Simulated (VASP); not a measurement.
# TiO2: single point with PBE

The system is TiO2.

```xyz
12
Lattice="4.5786 0.0000 0.0000 0.0000 5.5732 0.0000 0.0000 0.0000 4.9240" Properties=species:S:1:pos:R:3 pbc="T T T"
Ti    0.0000    0.9880    1.2310
Ti    2.2893    1.7986    3.6930
Ti    0.0000    4.5852    3.6930
Ti    2.2893    3.7746    1.2310
O     1.2414    2.1207    2.0632
O     1.0479    0.6659    4.5252
O     3.5307    0.6659    2.8608
O     3.3372    2.1207    0.3988
O     3.3372    3.4525    2.8608
O     3.5307    4.9073    0.3988
O     1.0479    4.9073    2.0632
O     1.2414    3.4525    4.5252
```

```json
{
 "Program": "VASP 6.6.1",
 "Task": "single point",
 "Functional": "PBE",
 "Potentials or basis": "VASP PAW PBE potentials, release 64 (Ti_sv, O)",
 "Cutoff": "520 eV",
 "k mesh": "6 × 4 × 6",
 "Occupations": "gaussian, width 0.02 eV",
 "Spin": "no spin polarisation",
 "Dipole correction": "no",
 "Further INCAR settings": "ALGO = Normal; EDIFF = 1e-06; NBANDS = 60"
}
```

```json
{
 "Pressure": "0.7 GPa",
 "Largest force": "0.036 eV/Å",
 "Band gap on the k mesh": "2.60 eV (least direct gap 2.64 eV)"
}
```

Forces in eV/Å, atoms in the order of the input:
```
Ti   0.000 -0.036  0.000
Ti   0.000  0.036  0.000
Ti   0.000  0.036  0.000
Ti   0.000 -0.036  0.000
O    0.013  0.029  0.000
O   -0.013 -0.029  0.000
O    0.013 -0.029  0.000
O   -0.013  0.029  0.000
O   -0.013 -0.029  0.000
O    0.013  0.029  0.000
O   -0.013  0.029  0.000
O    0.013 -0.029  0.000
```

Stress tensor (GPa, compression positive):
```
0.75 0.00 0.00
0.00 0.61 0.00
0.00 0.00 0.76
```

Levels at points of the mesh, in eV from the valence-band top:
```tsv
k point	band 44	band 45	band 46	band 47	band 48	band 49	band 50	band 51	band 52	band 53
(0.00, 0.00, 0.00)	-0.60	-0.50	-0.42	-0.01	0.00	2.64	2.66	2.78	2.82	2.90
(0.50, 0.00, 0.00)	-1.20	-0.51	-0.51	-0.23	-0.23	3.08	3.08	3.22	3.22	3.54
(0.00, 0.50, 0.00)	-1.23	-1.19	-1.19	-0.11	-0.11	2.74	2.74	3.17	3.17	3.27
(0.50, 0.50, 0.00)	-1.06	-0.51	-0.51	-0.34	-0.34	2.97	2.97	2.97	2.97	3.20
(0.00, 0.00, 0.50)	-1.06	-0.39	-0.39	-0.29	-0.29	2.60	2.60	3.02	3.02	3.58
(0.50, 0.00, 0.50)	-1.23	-0.50	-0.50	-0.50	-0.50	2.96	2.96	2.96	2.96	3.51
(0.00, 0.50, 0.50)	-1.62	-0.41	-0.41	-0.41	-0.41	2.87	2.87	2.87	2.87	3.66
(0.50, 0.50, 0.50)	-1.25	-0.78	-0.78	-0.78	-0.78	3.00	3.00	3.00	3.00	3.44
```

Run time: 3.6 min on 1 thread of AMD EPYC 9R45 96-Core Processor (Zen 5), with other jobs on the host, peak memory 0.36 GiB.

A k mesh can miss the band edges. Expect the measured gap to be larger: semilocal functionals such as PBE lack the derivative discontinuity.
